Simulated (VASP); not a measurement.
# TePb (Fm-3m) in VASP: single point with PBE

Aim: the single point of TePb with PBE.

All numbers are computed with VASP 6.6.1; they aren't measurements. Logs are shortened: lines on timing, memory, paths and dates and some standing lists are left out, and cuts for length are marked.

## 1. The cell of the first run

It takes space group Fm-3m (No. 225, cubic). Conventional cell: a = 6.570 Å, b = 6.570 Å, c = 6.570 Å, α = 90.00°, β = 90.00°, γ = 90.00°. Pb (site symmetry m-3m) has 6 Te at 3.28 Å within 4.3 Å. Within 4.3 Å of Te (site symmetry m-3m) lie 6 Pb at 3.28 Å.

## 2. Single point, PBE

Input file INCAR:

```
PREC     = Accurate       # precision mode
ENCUT    = 500            # plane-wave cutoff, eV
EDIFF    = 1E-6           # SCF threshold, eV
ISMEAR   = 0              # smearing method
SIGMA    = 0.02           # smearing width, eV
LREAL    = False          # projectors in reciprocal space
LASPH    = True           # aspherical terms in the spheres
NELM     = 120            # most SCF steps
ALGO     = Normal         # electronic algorithm
ISIF     = 2              # what is computed and relaxed
LWAVE    = False          # write WAVECAR
LCHARG   = False          # write CHGCAR
GGA      = PE             # functional
NBANDS   = 17             # bands
GGA_COMPAT= False
```

Input file KPOINTS:

```
regular mesh
0
Gamma
  8 8 8
```

Input file POSCAR:

```
TePb
1.0
    0.0000000000      3.2849854499      3.2849854499
    3.2849854499      0.0000000000      3.2849854499
    3.2849854499      3.2849854499      0.0000000000
Pb Te
1 1
Direct
    0.0000000000      0.0000000000      0.0000000000
    0.5000000000      0.5000000000      0.5000000000
```

Potentials or basis: VASP PAW PBE potentials, release 64 (Pb_d, Te).

Command:

```
$ cat potpaw_PBE.64/Pb_d/POTCAR potpaw_PBE.64/Te/POTCAR > POTCAR
$ mpirun -np 1 vasp_std > vasp.out
```

OUTCAR:

```text
PREC = Accurate
   ENCUT = 500
   EDIFF = 1E-6
   ISMEAR = 0
   LREAL = False
   LASPH = True
   NELM = 120
   ISIF = 2
   GGA = PE

 ion  position               nearest neighbor table
   1  0.000  0.000  0.000-   2 3.28   2 3.28   2 3.28   2 3.28   2 3.28   2 3.28
   2  0.500  0.500  0.500-   1 3.28   1 3.28   1 3.28   1 3.28   1 3.28   1 3.28

  LATTYP: Found a face centered cubic cell.
 ALAT       =     6.5699708998

  Lattice vectors:

 A1 = (   0.0000000000,   3.2849854499,   3.2849854499)
 A2 = (   3.2849854499,   0.0000000000,   3.2849854499)
 A3 = (   3.2849854499,   3.2849854499,   0.0000000000)

Analysis of symmetry for initial positions (statically):
=====================================================================
 Subroutine PRICEL returns:
 Original cell was already a primitive cell.

 Routine SETGRP: Setting up the symmetry group for a
 face centered cubic supercell.

 Subroutine GETGRP returns: Found 48 space group operations
 (whereof 48 operations were pure point group operations)
 out of a pool of 48 trial point group operations.

The static configuration has the point symmetry O_h .

Analysis of symmetry for dynamics (positions and initial velocities):
=====================================================================
 Subroutine PRICEL returns:
 Original cell was already a primitive cell.

 Routine SETGRP: Setting up the symmetry group for a
 face centered cubic supercell.

 Subroutine GETGRP returns: Found 48 space group operations
 (whereof 48 operations were pure point group operations)
 out of a pool of 48 trial point group operations.

The dynamic configuration has the point symmetry O_h .

 Subroutine INISYM returns: Found 48 space group operations
 (whereof 48 operations are pure point group operations),
 and found     1 'primitive' translations

----------------------------------------------------------------------------------------

                                     Primitive cell

  volume of cell :      70.8974

  direct lattice vectors                    reciprocal lattice vectors
     0.000000000  3.284985450  3.284985450    -0.152207676  0.152207676  0.152207676
     3.284985450  0.000000000  3.284985450     0.152207676 -0.152207676  0.152207676
     3.284985450  3.284985450  0.000000000     0.152207676  0.152207676 -0.152207676

  length of vectors
     4.645670975  4.645670975  4.645670975     0.263631428  0.263631428  0.263631428

  position of ions in fractional coordinates (direct lattice)
     0.000000000  0.000000000  0.000000000
     0.500000000  0.500000000  0.500000000

  ion indices of the primitive-cell ions
   primitive index   ion index
                 1           1
                 2           2

----------------------------------------------------------------------------------------

 KPOINTS: regular mesh

Automatic generation of k-mesh.
 Grid dimensions read from file:
 generate k-points for:    8    8    8

 Generating k-lattice:

  Cartesian coordinates                     Fractional coordinates (reciprocal lattice)
    -0.019025959  0.019025959  0.019025959     0.125000000  0.000000000  0.000000000
     0.019025959 -0.019025959  0.019025959     0.000000000  0.125000000  0.000000000
     0.019025959  0.019025959 -0.019025959     0.000000000  0.000000000  0.125000000

  Length of vectors
     0.032953928  0.032953928  0.032953928

  Shift w.r.t. Gamma in fractional coordinates (k-lattice)
     0.000000000  0.000000000  0.000000000

 Subroutine IBZKPT returns following result:
 ===========================================

 Found     29 irreducible k-points:

 Following reciprocal coordinates:
            Coordinates               Weight
  0.000000  0.000000  0.000000      1.000000
  0.125000  0.000000  0.000000      8.000000
  0.250000  0.000000  0.000000      8.000000
  0.375000  0.000000  0.000000      8.000000
  0.500000  0.000000  0.000000      4.000000
  0.125000  0.125000  0.000000      6.000000
[... 16 lines left out ...]
  0.500000  0.250000  0.125000     48.000000
 -0.375000  0.250000  0.125000     24.000000
 [... further k-points ...]
   k-points           NKPTS =     29   k-points in BZ     NKDIM =     29   number of bands    NBANDS=     17
   number of dos      NEDOS =    301   number of ions     NIONS =      2
   total plane-waves  NPLWV =  46656
   dimension x,y,z NGX =    36 NGY =   36 NGZ =   36
   dimension x,y,z NGXF=    72 NGYF=   72 NGZF=   72
   ions per type =               1   1
   NGX,Y,Z   is equivalent  to a cutoff of  12.88, 12.88, 12.88 a.u.
   NGXF,Y,Z  is equivalent  to a cutoff of  25.77, 25.77, 25.77 a.u.
 SYSTEM =  unknown system
   PREC   = accura    normal or accurate (medium, high low for compatibility)
   ISTART =      0    job   : 0-new  1-cont  2-samecut
   ICHARG =      2    charge: 1-file 2-atom 10-const
   ISPIN  =      1    spin polarized calculation?
   LNONCOLLINEAR =      F non collinear calculations
   LSORBIT =      F    spin-orbit coupling
   LASPH  =      T    aspherical Exc in radial PAW
   ENCUT  =  500.0 eV  36.75 Ry    6.06 a.u.   8.47  8.47  8.47*2*pi/ulx,y,z
   NELM   =    120;   NELMIN=  2; NELMDL= -5     # of ELM steps
   EDIFF  = 0.1E-05   stopping-criterion for ELM
   LREAL  =      F    real-space projection
[... 7 lines left out ...]
   TEBEG  =    0.0;   TEEND  =   0.0 temperature during run
   PSTRESS=    0.0 pullay stress
   NELECT =      20.0000    total number of electrons
   NUPDOWN=      -1.0000    fix difference up-down
   EMIN   =  10.00;   EMAX   =-10.00  energy-range for DOS
   EFERMI =   0.00;   METHOD = LEGACY
   ISMEAR =     0;   SIGMA  =   0.02  broadening in eV -4-tet -1-fermi 0-gaus
   EFERMI_NEDOS =   21; number of points for ismear=-14 and -15
   IALGO  =     38    algorithm
   IMIX   =      4    mixing-type and parameters
     AMIX     =   0.40;   BMIX     =  1.00
     AMIX_MAG =   1.60;   BMIX_MAG =  1.00
  volume/ion in A,a.u.               =      35.45       239.22
  Fermi-wavevector in a.u.,A,eV,Ry     =   1.073680  2.028960 15.684632  1.152788
  Thomas-Fermi vector in A             =   2.209486
   LORBIT       =      0    0 simple, 1 ext, 2 COOP (PROOUT), +10 PAW based schemes
   GGA     = PE    functional components
   LHFCALC =     F    Hartree Fock is set to
   AEXX    =    0.0000 exact exchange contribution
   IVDW    =     0    specifies the selected vdW correction
   LEPSILON=     F    determine dielectric tensor
   LRPA    =     F    only Hartree local field effects (RPA)
 non-spin polarized calculation
 Gauss-broadening in eV      SIGMA  =   0.02
  energy-cutoff  :      500.00
  volume of cell :       70.90
 maximum number of plane-waves:      1826
 NGX is ok and might be reduce to    36
   NGX = 17   NGY = 17   NGZ = 17

 number of electron      19.9999999 magnetization

 Free energy of the ion-electron system (eV)
  ---------------------------------------------------
  ext. energy  EPLUGINS =         0.00000000
  ---------------------------------------------------
  free energy    TOTEN  =        -7.52302208 eV

  energy without entropy =       -7.52302208  energy(sigma->0) =       -7.52302208

 E-fermi :   5.0847     XC(G=0):  -9.0782

 val. band max:        4.9908778981   @ k =   0.5000   0.0000   0.0000
 cond. band min:       5.8239194855   @ k =   0.5000   0.0000   0.0000
 fundamental gap:      0.8330415874
 Fermi energy:         5.0847122587

 k-point     1 :       0.0000    0.0000    0.0000
  band No.  band energies     occupation
      1     -11.6505      2.00000
      2     -11.6505      2.00000
      3     -11.6449      2.00000
      4     -11.6449      2.00000
      5     -11.6449      2.00000
      6      -6.6207      2.00000
[... 9 lines left out ...]
     16      10.9065      0.00000
     17      12.4005      0.00000

 k-point     2 :       0.1250    0.0000    0.0000
  band No.  band energies     occupation
      1     -11.6519      2.00000
      2     -11.6519      2.00000
      3     -11.6445      2.00000
      4     -11.6431      2.00000
      5     -11.6431      2.00000
      6      -6.4961      2.00000
[... 9 lines left out ...]
     16      11.1874      0.00000
     17      13.3255      0.00000

 k-point     3 :       0.2500    0.0000    0.0000
  band No.  band energies     occupation
      1     -11.6561      2.00000
      2     -11.6561      2.00000
      3     -11.6437      2.00000
      4     -11.6380      2.00000
      5     -11.6380      2.00000
      6      -6.1394      2.00000
[... 9 lines left out ...]
     16      11.9582      0.00000
     17      15.0730      0.00000

 k-point     4 :       0.3750    0.0000    0.0000
  band No.  band energies     occupation
      1     -11.6604      2.00000
      2     -11.6604      2.00000
      3     -11.6429      2.00000
      4     -11.6328      2.00000
      5     -11.6328      2.00000
      6      -5.6332      2.00000
[... 9 lines left out ...]
     16      13.1411      0.00000
     17      15.4970      0.00000

 k-point     5 :       0.5000    0.0000    0.0000
  band No.  band energies     occupation
      1     -11.6622      2.00000
      2     -11.6622      2.00000
      3     -11.6426      2.00000
      4     -11.6306      2.00000
      5     -11.6306      2.00000
      6      -5.3131      2.00000
[... 9 lines left out ...]
     16      14.2539      0.00000
     17      14.2539      0.00000

 k-point     6 :       0.1250    0.1250    0.0000
  band No.  band energies     occupation
      1     -11.6553      2.00000
      2     -11.6491      2.00000
      3     -11.6461      2.00000
      4     -11.6420      2.00000
      5     -11.6420      2.00000
      6      -6.4551      2.00000
[... 9 lines left out ...]
     16      11.6645      0.00000
     17      12.7616      0.00000

 k-point     7 :       0.2500    0.1250    0.0000
  band No.  band energies     occupation
      1     -11.6608      2.00000
      2     -11.6505      2.00000
      3     -11.6459      2.00000
      4     -11.6386      2.00000
      5     -11.6373      2.00000
      6      -6.1775      2.00000
[... 9 lines left out ...]
     16      12.4903      0.00000
     17      13.8294      0.00000

 k-point     8 :       0.3750    0.1250    0.0000
  band No.  band energies     occupation
      1     -11.6655      2.00000
      2     -11.6548      2.00000
      3     -11.6438      2.00000
      4     -11.6352      2.00000
      5     -11.6320      2.00000
      6      -5.7191      2.00000
[... 9 lines left out ...]
     16      13.6412      0.00000
     17      15.1665      0.00000
[... 203 lines left out ...]
      1     -11.6920      2.00000
      2     -11.6504      2.00000
      3     -11.6440      2.00000
      4     -11.6262      2.00000
      5     -11.6253      2.00000
      6      -5.1517      2.00000
[... 9 lines left out ...]
     16      15.2273      0.00000
     17      15.5853      0.00000

 k-point    20 :      -0.3750    0.3750    0.0000
  band No.  band energies     occupation
      1     -11.6855      2.00000
      2     -11.6490      2.00000
      3     -11.6453      2.00000
      4     -11.6295      2.00000
      5     -11.6268      2.00000
      6      -5.0254      2.00000
[... 9 lines left out ...]
     16      14.1001      0.00000
     17      15.7968      0.00000

 k-point    21 :       0.5000    0.5000    0.0000
  band No.  band energies     occupation
      1     -11.6976      2.00000
      2     -11.6527      2.00000
      3     -11.6414      2.00000
      4     -11.6239      2.00000
      5     -11.6239      2.00000
      6      -5.1118      2.00000
[... 9 lines left out ...]
     16      15.6152      0.00000
     17      15.9435      0.00000

 k-point    22 :       0.3750    0.2500    0.1250
  band No.  band energies     occupation
      1     -11.6671      2.00000
      2     -11.6513      2.00000
      3     -11.6457      2.00000
      4     -11.6350      2.00000
      5     -11.6337      2.00000
      6      -5.8497      2.00000
[... 9 lines left out ...]
     16      13.5752      0.00000
     17      13.9727      0.00000

 k-point    23 :       0.5000    0.2500    0.1250
  band No.  band energies     occupation
      1     -11.6712      2.00000
      2     -11.6546      2.00000
      3     -11.6426      2.00000
      4     -11.6336      2.00000
      5     -11.6304      2.00000
      6      -5.4068      2.00000
[... 9 lines left out ...]
     16      13.8962      0.00000
     17      14.9252      0.00000

 k-point    24 :      -0.3750    0.2500    0.1250
  band No.  band energies     occupation
      1     -11.6725      2.00000
      2     -11.6564      2.00000
      3     -11.6396      2.00000
      4     -11.6351      2.00000
      5     -11.6287      2.00000
      6      -5.1498      2.00000
[... 9 lines left out ...]
     16      14.7751      0.00000
     17      15.0527      0.00000

 [... further k-points ...]
[... 5 lines left out ...]
  --------------------------------------------------------------------------------------
  -------------------------------------------------------------------------------------
  Total       -0.0271599     -0.0271599     -0.0271599      0.0000000      0.0000000      0.0000000
  in kB       -0.6137743     -0.6137743     -0.6137743      0.0000000      0.0000000      0.0000000
  external PRESSURE =      -0.6137743 kB  Pullay stress =       0.0000000 kB

 VOLUME and BASIS-vectors are now :
 -----------------------------------------------------------------------------
  energy-cutoff  :      500.00
  volume of cell :       70.90
      direct lattice vectors                 reciprocal lattice vectors
     0.000000000  3.284985450  3.284985450    -0.152207676  0.152207676  0.152207676
     3.284985450  0.000000000  3.284985450     0.152207676 -0.152207676  0.152207676
     3.284985450  3.284985450  0.000000000     0.152207676  0.152207676 -0.152207676

 POSITION                                       TOTAL-FORCE (eV/Angst)
 -----------------------------------------------------------------------------------
      0.00000      0.00000      0.00000         0.000000     -0.000000     -0.000000
      3.28499      3.28499      3.28499        -0.000000      0.000000      0.000000
 -----------------------------------------------------------------------------------
    total drift:                               -0.000000      0.000000      0.000000

  FREE ENERGIE OF THE ION-ELECTRON SYSTEM (eV)
  ---------------------------------------------------
  free  energy   TOTEN  =        -7.5230220802 eV

  energy  without entropy=       -7.5230220802  energy(sigma->0) =       -7.52302208
```

Run time: 60 s. Hardware: 1 thread of Intel Xeon 8259CL, shared host; peak memory 0.22 GiB.

Results:

```
Free energy            : -7.5230 eV
Pressure               : -0.1 GPa
Band gap on the k mesh : 0.83 eV
```

Levels at points of the mesh, in eV from the valence-band top:
```csv
k point,band 8,band 9,band 10,band 11,band 12,band 13
"(0.00, 0.00, 0.00)",-1.15,-1.15,-1.15,4.03,4.03,4.03
"(0.50, 0.00, 0.00)",-0.73,-0.73,0.00,0.83,1.40,1.40
"(0.50, 0.50, 0.00)",-4.11,-2.51,-2.51,3.51,5.30,5.30
```

Caveat: spin-orbit coupling is left out, which moves the levels of the heavy elements.
